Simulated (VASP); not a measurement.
# SnO2 (R-3m) in VASP: a series of runs, part 2 of 2

VASP 6.6.1.

### 4 Single point, PBE

This run uses another cell than the first one, of 14.84 Å³/atom, 0.974 times its volume.

The input, INCAR:

```
PREC = Accurate ; ENCUT = 520
EDIFF = 1E-6 ; ISMEAR = 0
SIGMA = 0.05 ; LREAL = False
LASPH = True ; NELM = 80
ALGO = Normal ; ISIF = 2
LWAVE = False ; LCHARG = False
GGA = PE ; NBANDS = 20
```

The input, KPOINTS:

```
Automatic mesh
0
Gamma
  12 12 12
```

The input, POSCAR:

```
SnO2
1.0
    1.6167660720      0.9334403269      4.9182553763
   -1.6167660720      0.9334403269      4.9182553763
    0.0000000000     -1.8668806537      4.9182553763
Sn O
1 2
Direct
    0.5000000000      0.5000000000      0.5000000000
    0.2521652253      0.2521652253      0.2521652253
    0.7478347747      0.7478347747      0.7478347747
```

Potentials or basis: VASP PAW PBE potentials, release 64 (Sn_d, O).

The run is started by

```bash
cat potpaw_PBE.64/Sn_d/POTCAR potpaw_PBE.64/O/POTCAR > POTCAR
mpirun -np 1 vasp_std > vasp.out
```

OUTCAR:

```text
PREC = Accurate
   ENCUT = 520
   EDIFF = 1E-6
   ISMEAR = 0
   LREAL = False
   LASPH = True
   NELM = 80
   ISIF = 2
   GGA = PE

 ion  position               nearest neighbor table
   1  0.500  0.500  0.500-   2 2.25   3 2.25   2 2.25   2 2.25   3 2.25   3 2.25
   2  0.252  0.252  0.252-   1 2.25   1 2.25   1 2.25
   3  0.748  0.748  0.748-   1 2.25   1 2.25   1 2.25

  LATTYP: Found a trigonal (rhomboedric) cell.
 ALAT       =     5.2606538873
 COS(alpha) =     0.8110943660

  Lattice vectors:

 A1 = (   1.6167660720,   0.9334403269,   4.9182553763)
 A2 = (  -1.6167660720,   0.9334403269,   4.9182553763)
 A3 = (   0.0000000000,  -1.8668806537,   4.9182553763)

Analysis of symmetry for initial positions (statically):
=====================================================================
 Subroutine PRICEL returns:
 Original cell was already a primitive cell.

 Routine SETGRP: Setting up the symmetry group for a
 trigonal (rhombohedral) supercell.

 Subroutine GETGRP returns: Found 12 space group operations
 (whereof 12 operations were pure point group operations)
 out of a pool of 12 trial point group operations.

The static configuration has the point symmetry D_3d.

Analysis of symmetry for dynamics (positions and initial velocities):
=====================================================================
 Subroutine PRICEL returns:
 Original cell was already a primitive cell.

 Routine SETGRP: Setting up the symmetry group for a
 trigonal (rhombohedral) supercell.

 Subroutine GETGRP returns: Found 12 space group operations
 (whereof 12 operations were pure point group operations)
 out of a pool of 12 trial point group operations.

The dynamic configuration has the point symmetry D_3d.

 Subroutine INISYM returns: Found 12 space group operations
 (whereof 12 operations are pure point group operations),
 and found     1 'primitive' translations

----------------------------------------------------------------------------------------

                                     Primitive cell

  volume of cell :      44.5344

  direct lattice vectors                    reciprocal lattice vectors
     1.616766072  0.933440327  4.918255376     0.309259335  0.178550960  0.067774710
    -1.616766072  0.933440327  4.918255376    -0.309259335  0.178550960  0.067774710
     0.000000000 -1.866880654  4.918255376     0.000000000 -0.357101920  0.067774710

  length of vectors
     5.260653887  5.260653887  5.260653887     0.363476537  0.363476537  0.363476537

  position of ions in fractional coordinates (direct lattice)
     0.500000000  0.500000000  0.500000000
     0.252165225  0.252165225  0.252165225
     0.747834775  0.747834775  0.747834775

  ion indices of the primitive-cell ions
   primitive index   ion index
                 1           1
                 2           2
                 3           3

----------------------------------------------------------------------------------------

 KPOINTS: Automatic mesh

Automatic generation of k-mesh.
 Grid dimensions read from file:
 generate k-points for:   12   12   12

 Generating k-lattice:

  Cartesian coordinates                     Fractional coordinates (reciprocal lattice)
     0.025771611  0.014879247  0.005647893     0.083333333 -0.000000000  0.000000000
    -0.025771611  0.014879247  0.005647893    -0.000000000  0.083333333  0.000000000
     0.000000000 -0.029758493  0.005647893    -0.000000000 -0.000000000  0.083333333

  Length of vectors
     0.030289711  0.030289711  0.030289711

  Shift w.r.t. Gamma in fractional coordinates (k-lattice)
     0.000000000  0.000000000  0.000000000

 Subroutine IBZKPT returns following result:
 ===========================================

 Found    189 irreducible k-points:

 Following reciprocal coordinates:
            Coordinates               Weight
  0.000000  0.000000  0.000000      1.000000
  0.083333  0.000000  0.000000      6.000000
  0.166667 -0.000000  0.000000      6.000000
  0.250000 -0.000000  0.000000      6.000000
  0.333333 -0.000000 -0.000000      6.000000
  0.416667 -0.000000  0.000000      6.000000
[... 16 lines left out ...]
  0.500000  0.166667  0.000000     12.000000
 -0.416667  0.166667  0.000000     12.000000
 [... further k-points ...]
   k-points           NKPTS =    189   k-points in BZ     NKDIM =    189   number of bands    NBANDS=     20
   number of dos      NEDOS =    301   number of ions     NIONS =      3
   total plane-waves  NPLWV =  64000
   dimension x,y,z NGX =    40 NGY =   40 NGZ =   40
   dimension x,y,z NGXF=    80 NGYF=   80 NGZF=   80
   ions per type =               1   2
   NGX,Y,Z   is equivalent  to a cutoff of  12.64, 12.64, 12.64 a.u.
   NGXF,Y,Z  is equivalent  to a cutoff of  25.28, 25.28, 25.28 a.u.
 SYSTEM =  unknown system
   PREC   = accura    normal or accurate (medium, high low for compatibility)
   ISTART =      0    job   : 0-new  1-cont  2-samecut
   ICHARG =      2    charge: 1-file 2-atom 10-const
   ISPIN  =      1    spin polarized calculation?
   LNONCOLLINEAR =      F non collinear calculations
   LSORBIT =      F    spin-orbit coupling
   LASPH  =      T    aspherical Exc in radial PAW
   ENCUT  =  520.0 eV  38.22 Ry    6.18 a.u.   9.78  9.78  9.78*2*pi/ulx,y,z
   NELM   =     80;   NELMIN=  2; NELMDL= -5     # of ELM steps
   EDIFF  = 0.1E-05   stopping-criterion for ELM
   LREAL  =      F    real-space projection
   EDIFFG = 0.1E-04   stopping-criterion for IOM
   NSW    =      0    number of steps for IOM
   IBRION =     -1    ionic relax: 0-MD 1-quasi-New 2-CG
   NFREE  =      0    steps in history (QN), initial steepest desc. (CG)
   ISIF   =      2    stress and relaxation
   ISYM   =      2    0-nonsym 1-usesym 2-fastsym
   POTIM  = 0.5000    time-step for ionic-motion
   TEBEG  =    0.0;   TEEND  =   0.0 temperature during run
   PSTRESS=    0.0 pullay stress
   NELECT =      26.0000    total number of electrons
   NUPDOWN=      -1.0000    fix difference up-down
   EMIN   =  10.00;   EMAX   =-10.00  energy-range for DOS
   EFERMI =   0.00;   METHOD = LEGACY
   ISMEAR =     0;   SIGMA  =   0.05  broadening in eV -4-tet -1-fermi 0-gaus
   EFERMI_NEDOS =   21; number of points for ismear=-14 and -15
   IALGO  =     38    algorithm
   IMIX   =      4    mixing-type and parameters
     AMIX     =   0.40;   BMIX     =  1.00
     AMIX_MAG =   1.60;   BMIX_MAG =  1.00
  volume/ion in A,a.u.               =      14.84       100.18
  Fermi-wavevector in a.u.,A,eV,Ry     =   1.368256  2.585628 25.471788  1.872124
  Thomas-Fermi vector in A             =   2.494236
   LORBIT       =      0    0 simple, 1 ext, 2 COOP (PROOUT), +10 PAW based schemes
   GGA     = PE    functional components
   LHFCALC =     F    Hartree Fock is set to
   AEXX    =    0.0000 exact exchange contribution
   IVDW    =     0    specifies the selected vdW correction
   LEPSILON=     F    determine dielectric tensor
   LRPA    =     F    only Hartree local field effects (RPA)
 non-spin polarized calculation
 Gauss-broadening in eV      SIGMA  =   0.05
  energy-cutoff  :      520.00
  volume of cell :       44.53
 maximum number of plane-waves:      1218
   NGX = 19   NGY = 19   NGZ = 19

 number of electron      26.0000001 magnetization

 Free energy of the ion-electron system (eV)
  ---------------------------------------------------
  ext. energy  EPLUGINS =         0.00000000
  ---------------------------------------------------
  free energy    TOTEN  =       -17.44171093 eV

  energy without entropy =      -17.44171093  energy(sigma->0) =      -17.44171093

 E-fermi :   3.3501     XC(G=0): -10.1126

 val. band max:        3.0755320595   @ k =  -0.0833   0.1667   0.0833
 cond. band min:       4.4131294689   @ k =   0.0000   0.0000   0.0000
 fundamental gap:      1.3375974093
 Fermi energy:         3.3501377521

 k-point     1 :       0.0000    0.0000    0.0000
  band No.  band energies     occupation
      1     -16.9850      2.00000
      2     -16.9850      2.00000
      3     -16.9648      2.00000
      4     -16.8058      2.00000
      5     -16.8058      2.00000
      6     -14.1923      2.00000
[... 12 lines left out ...]
     19      19.4789      0.00000
[... 513 lines left out ...]
      4     -16.8031      2.00000
      5     -16.7798      2.00000
      6     -12.8239      2.00000
[... 12 lines left out ...]
     19      16.4346      0.00000
     20      18.2971      0.00000

 [... further k-points ...]

------------------------ aborting loop because EDIFF is reached ----------------------------------------

  FORCE on cell =-STRESS in cart. coord.  units (eV):
  Direction    XX          YY          ZZ          XY          YZ          ZX
  --------------------------------------------------------------------------------------
  -------------------------------------------------------------------------------------
  Total       -2.6026198     -2.6026198     -6.6814607      0.0000000     -0.0000000     -0.0000000
  in kB      -93.6322031    -93.6322031   -240.3731360      0.0000000     -0.0000000     -0.0000000
  external PRESSURE =    -142.5458474 kB  Pullay stress =       0.0000000 kB

 VOLUME and BASIS-vectors are now :
 -----------------------------------------------------------------------------
  energy-cutoff  :      520.00
  volume of cell :       44.53
      direct lattice vectors                 reciprocal lattice vectors
     1.616766072  0.933440327  4.918255376     0.309259335  0.178550960  0.067774710
    -1.616766072  0.933440327  4.918255376    -0.309259335  0.178550960  0.067774710
     0.000000000 -1.866880654  4.918255376     0.000000000 -0.357101920  0.067774710

 POSITION                                       TOTAL-FORCE (eV/Angst)
 -----------------------------------------------------------------------------------
      0.00000      0.00000      7.37738         0.000000      0.000000     -0.000000
      0.00000      0.00000      3.72064        -0.000000     -0.000000     -2.869655
      0.00000      0.00000     11.03413        -0.000000      0.000000      2.869655
 -----------------------------------------------------------------------------------
    total drift:                               -0.000000      0.000000     -0.000000

  FREE ENERGIE OF THE ION-ELECTRON SYSTEM (eV)
  ---------------------------------------------------
  free  energy   TOTEN  =       -17.4417109302 eV

  energy  without entropy=      -17.4417109302  energy(sigma->0) =      -17.44171093
```

stdout:

```text
POSCAR found type information on POSCAR SnO
 POSCAR found :  2 types and       3 ions
 scaLAPACK will be used
 LDA part: xc-table for (Slater+PW92), standard interpolation
 POSCAR, INCAR and KPOINTS ok, starting setup
 FFT: planning ... GRIDC
 FFT: planning ... GRID_SOFT
 FFT: planning ... GRID
 WAVECAR not read
 entering main loop
```

It took 4.6 min on 1 thread of Intel Xeon 6975P-C, shared host; peak memory 0.34 GiB.

What came out:

```yaml
Free_energy: -17.4417 eV
Pressure: -14.3 GPa
Largest_force: 2.870 eV/Å
Band_gap_on_the_k_mesh: 1.34 eV, indirect (least direct gap 1.34 eV)
```

Forces in eV/Å, atoms in the order of the input:
```
Sn   0.000  0.000  0.000
O    0.000  0.000 -2.870
O    0.000  0.000  2.870
```

Stress tensor (GPa, compression positive):
```
 -9.36   0.00   0.00
  0.00  -9.36   0.00
  0.00   0.00 -24.04
```

Caveat: spin-orbit coupling is left out, which moves the levels of the heavy elements; forces of over 1 eV/Å act on the atoms, so gaps and moduli don't describe the material at rest.

### 5 Single point, PBE

This run uses another cell than the first one, of 14.84 Å³/atom, 0.974 times its volume.

The input, INCAR:

```
SYSTEM = SnO2
PREC = Accurate
ENCUT = 520
EDIFF = 1E-6
ISMEAR = 0
SIGMA = 0.05
LREAL = .FALSE.
LASPH = .TRUE.
NELM = 100
ALGO = Normal
ISIF = 2
LWAVE = .FALSE.
LCHARG = .TRUE.
GGA = PE
LELF = .TRUE.
LVHAR = .TRUE.
NBANDS = 20
```

The input, KPOINTS:

```
regular mesh
0
G
  12 12 12
  0 0 0
```

The input, POSCAR:

```
SnO2
1.0
    1.6167660720      0.9334403269      4.9182553763
   -1.6167660720      0.9334403269      4.9182553763
    0.0000000000     -1.8668806537      4.9182553763
Sn O
1 2
Direct
    0.5000000000      0.5000000000      0.5000000000
    0.2176001231      0.2176001231      0.2176001231
    0.7823998769      0.7823998769      0.7823998769
```

Potentials or basis: VASP PAW PBE potentials, release 64 (Sn_d, O).

The run is started by

```bash
cat potpaw_PBE.64/Sn_d/POTCAR potpaw_PBE.64/O/POTCAR > POTCAR
mpirun -np 1 vasp_std > vasp.out
```

OUTCAR:

```text
SYSTEM = SnO2
   PREC = Accurate
   ENCUT = 520
   EDIFF = 1E-6
   ISMEAR = 0
   LREAL = .FALSE.
   LASPH = .TRUE.
   NELM = 100
   ISIF = 2
   GGA = PE

 ion  position               nearest neighbor table
   1  0.500  0.500  0.500-   2 2.01   3 2.01   2 2.01   2 2.01   3 2.01   3 2.01
   2  0.218  0.218  0.218-   1 2.01   1 2.01   1 2.01
   3  0.782  0.782  0.782-   1 2.01   1 2.01   1 2.01

  LATTYP: Found a trigonal (rhomboedric) cell.
 ALAT       =     5.2606538873
 COS(alpha) =     0.8110943660

  Lattice vectors:

 A1 = (   1.6167660720,   0.9334403269,   4.9182553763)
 A2 = (  -1.6167660720,   0.9334403269,   4.9182553763)
 A3 = (   0.0000000000,  -1.8668806537,   4.9182553763)

Analysis of symmetry for initial positions (statically):
=====================================================================
 Subroutine PRICEL returns:
 Original cell was already a primitive cell.

 Routine SETGRP: Setting up the symmetry group for a
 trigonal (rhombohedral) supercell.

 Subroutine GETGRP returns: Found 12 space group operations
 (whereof 12 operations were pure point group operations)
[... 163 lines left out ...]

  energy without entropy =      -17.22388964  energy(sigma->0) =      -17.22388964

 E-fermi :   3.6099     XC(G=0):  -9.5312

 val. band max:        3.2700835858   @ k =  -0.3333   0.3333   0.0000
 cond. band min:       5.5979903474   @ k =   0.0000   0.0000   0.0000
 fundamental gap:      2.3279067615
 Fermi energy:         3.6098527297

 k-point     1 :       0.0000    0.0000    0.0000
  band No.  band energies     occupation
      1     -17.4364      2.00000
      2     -16.4561      2.00000
      3     -16.4561      2.00000
      4     -16.1424      2.00000
      5     -16.1424      2.00000
      6     -14.9907      2.00000
[... 541 lines left out ...]
     19      17.8321      0.00000
     20      18.3250      0.00000

 [... further k-points ...]

------------------------ aborting loop because EDIFF is reached ----------------------------------------

  FORCE on cell =-STRESS in cart. coord.  units (eV):
  Direction    XX          YY          ZZ          XY          YZ          ZX
  --------------------------------------------------------------------------------------
  -------------------------------------------------------------------------------------
  Total        7.8975435      7.8975435      5.6828783      0.0000000      0.0000000      0.0000000
  in kB      284.1230963    284.1230963    204.4479979      0.0000000      0.0000000      0.0000000
  external PRESSURE =     257.5647302 kB  Pullay stress =       0.0000000 kB

 VOLUME and BASIS-vectors are now :
 -----------------------------------------------------------------------------
  energy-cutoff  :      520.00
  volume of cell :       44.53
      direct lattice vectors                 reciprocal lattice vectors
     1.616766072  0.933440327  4.918255376     0.309259335  0.178550960  0.067774710
    -1.616766072  0.933440327  4.918255376    -0.309259335  0.178550960  0.067774710
     0.000000000 -1.866880654  4.918255376     0.000000000 -0.357101920  0.067774710

 POSITION                                       TOTAL-FORCE (eV/Angst)
 -----------------------------------------------------------------------------------
      0.00000      0.00000      7.37738         0.000000      0.000000      0.000000
      0.00000      0.00000      3.21064        -0.000000      0.000000      3.907582
      0.00000      0.00000     11.54413        -0.000000     -0.000000     -3.907582
 -----------------------------------------------------------------------------------
    total drift:                                0.000000      0.000000     -0.000000

  FREE ENERGIE OF THE ION-ELECTRON SYSTEM (eV)
  ---------------------------------------------------
  free  energy   TOTEN  =       -17.2238896428 eV

  energy  without entropy=      -17.2238896428  energy(sigma->0) =      -17.22388964
```

OSZICAR:

```text
N       E                     dE             d eps       ncg     rms          rms(c)
DAV:   1     0.268297490903E+03    0.26830E+03   -0.14087E+04  8032   0.189E+03
DAV:   2     0.980867034906E+01   -0.25849E+03   -0.24410E+03  8432   0.503E+02
DAV:   3    -0.201086175935E+02   -0.29917E+02   -0.29688E+02  8832   0.145E+02
DAV:   4    -0.209799093096E+02   -0.87129E+00   -0.87060E+00  8708   0.270E+01
DAV:   5    -0.209980864153E+02   -0.18177E-01   -0.18176E-01  8964   0.410E+00    0.124E+01
DAV:   6    -0.172245678123E+02    0.37735E+01   -0.13444E+01 10960   0.604E+01    0.486E+00
DAV:   7    -0.172419710181E+02   -0.17403E-01   -0.79854E-01  8212   0.701E+00    0.235E+00
DAV:   8    -0.172235756361E+02    0.18395E-01   -0.80662E-02  8848   0.402E+00    0.548E-01
DAV:   9    -0.172229774273E+02    0.59821E-03   -0.17155E-02 10060   0.237E+00    0.101E-01
DAV:  10    -0.172237202053E+02   -0.74278E-03   -0.21199E-03  8016   0.388E-01    0.416E-02
DAV:  11    -0.172238896401E+02   -0.16943E-03   -0.19055E-04  8252   0.121E-01    0.160E-02
DAV:  12    -0.172238882708E+02    0.13693E-05   -0.10921E-05  8940   0.701E-02    0.484E-03
DAV:  13    -0.172238897529E+02   -0.14821E-05   -0.34843E-06  6908   0.356E-02    0.213E-03
DAV:  14    -0.172238896428E+02    0.11016E-06   -0.65002E-07  7036   0.138E-02
   1 F= -.17223890E+02 E0= -.17223890E+02  d E =-.433666E-23
```

stdout:

```text
POSCAR found type information on POSCAR SnO
 POSCAR found :  2 types and       3 ions
 scaLAPACK will be used
 LDA part: xc-table for (Slater+PW92), standard interpolation
 POSCAR, INCAR and KPOINTS ok, starting setup
 FFT: planning ... GRIDC
 FFT: planning ... GRID_SOFT
 FFT: planning ... GRID
 WAVECAR not read
 entering main loop
```

Run time: 4.6 min. Hardware: 1 thread of Intel Xeon 6975P-C, shared host; peak memory 0.34 GiB.

What came out:

- Free energy: -17.2239 eV
- Pressure: 25.8 GPa
- Largest force: 3.908 eV/Å
- Band gap on the k mesh: 2.33 eV, indirect (least direct gap 3.56 eV)

Forces in eV/Å, atoms in the order of the input:
```
Sn   0.000  0.000  0.000
O    0.000  0.000  3.908
O    0.000  0.000 -3.908
```

Caveat: spin-orbit coupling is left out, which moves the levels of the heavy elements; forces of over 1 eV/Å act on the atoms, so gaps and moduli don't describe the material at rest. Expect the measured gap to be larger: semilocal functionals such as PBE lack the derivative discontinuity.

### 6 Single point, PBE

This run uses another cell than the first one, of 14.84 Å³/atom, 0.974 times its volume.

The input, INCAR:

```
ALGO     = Normal         # electronic algorithm
EDIFF    = 1E-6           # SCF threshold, eV
ENCUT    = 520            # plane-wave cutoff, eV
GGA      = PE             # functional
ISIF     = 2              # what is computed and relaxed
ISMEAR   = 0              # smearing method
LASPH    = True           # aspherical terms in the spheres
LCHARG   = False          # write CHGCAR
LREAL    = False          # projectors in reciprocal space
LWAVE    = False          # write WAVECAR
NBANDS   = 20             # bands
NELM     = 100            # most SCF steps
PREC     = Accurate       # precision mode
SIGMA    = 0.05           # smearing width, eV
```

The input, KPOINTS:

```
k-points
0
Gamma
  12 12 12
```

The input, POSCAR:

```
SnO2
1.0
    1.6167660720      0.9334403269      4.9182553763
   -1.6167660720      0.9334403269      4.9182553763
    0.0000000000     -1.8668806537      4.9182553763
Sn O
1 2
Direct
    0.5000000000      0.5000000000      0.5000000000
    0.2406435246      0.2406435246      0.2406435246
    0.7593564754      0.7593564754      0.7593564754
```

Potentials or basis: VASP PAW PBE potentials, release 64 (Sn_d, O).

The run is started by

```bash
cat potpaw_PBE.64/Sn_d/POTCAR potpaw_PBE.64/O/POTCAR > POTCAR
mpirun -np 1 vasp_std > vasp.out
```

Run time: 4.5 min. Hardware: 1 thread of Intel Xeon 6975P-C, shared host; peak memory 0.34 GiB.

The run converged. Its results:

```yaml
Free_energy: -18.1166 eV
Pressure: -5.4 GPa
Largest_force: 1.028 eV/Å
Band_gap_on_the_k_mesh: 1.81 eV, indirect (least direct gap 1.84 eV)
```

Forces on the atoms (eV/Å):
```
Sn   0.000  0.000  0.000
O    0.000  0.000 -1.028
O    0.000  0.000  1.028
```

Stress tensor (GPa, compression positive):
```
-4.20  0.00  0.00
 0.00 -4.20  0.00
 0.00  0.00 -7.83
```

Levels at points of the mesh, in eV from the valence-band top:
| k point | band 11 | band 12 | band 13 | band 14 | band 15 | band 16 |
| --- | --- | --- | --- | --- | --- | --- |
| (0.00, 0.00, 0.00) | -0.73 | -0.73 | -0.04 | 1.81 | 5.57 | 10.93 |
| (0.50, 0.00, 0.00) | -1.55 | -0.57 | -0.55 | 4.89 | 7.30 | 10.02 |
| (0.50, 0.50, 0.00) | -1.23 | -0.43 | -0.02 | 4.62 | 6.58 | 10.36 |
| (0.50, 0.50, 0.50) | -1.13 | -0.67 | -0.67 | 3.03 | 5.45 | 11.07 |

Caveat: spin-orbit coupling is left out, which moves the levels of the heavy elements; forces of over 1 eV/Å act on the atoms, so gaps and moduli don't describe the material at rest. A k mesh can miss the band edges.
